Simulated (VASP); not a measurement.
Br, 4 atoms in the cell. The structure is orthorhombic, space group Cmce (No. 64). Conventional cell: a = 6.815 Å, b = 4.706 Å, c = 8.817 Å, α = 90.00°, β = 90.00°, γ = 90.00°. Br (site symmetry m) has 1 Br at 2.32 Å within 3.1 Å.  This cell differs from its parent crystal: volume scaled by 1.04.

- Program: VASP 6.6.1
- Task: single point
- Functional: PBEsol
- Potentials or basis: VASP PAW PBE potentials, release 64 (Br)
- Cutoff: 520 eV
- k mesh: 7 × 7 × 3
- Occupations: fermi-dirac, width 0.05 eV
- Spin: no spin polarisation
- Dipole correction: no
- Further INCAR settings: ALGO = Normal; EDIFF = 1e-06; NBANDS = 22

Potentials or basis: VASP PAW PBE potentials, release 64 (Br).

The run is started by

```bash
$ cat potpaw_PBE.64/Br/POTCAR > POTCAR
$ mpirun -np 1 vasp_std > vasp.out
```

Hardware: 1 thread of Intel(R) Xeon(R) 6975P-C (Granite Rapids) (shared host).

Question: How long does it take, and how much memory?

Answer: Run time: 32 s on 1 thread of Intel(R) Xeon(R) 6975P-C (Granite Rapids), on a shared host, peak memory 0.27 GiB. Counts: scf iterations 12, k points 32.
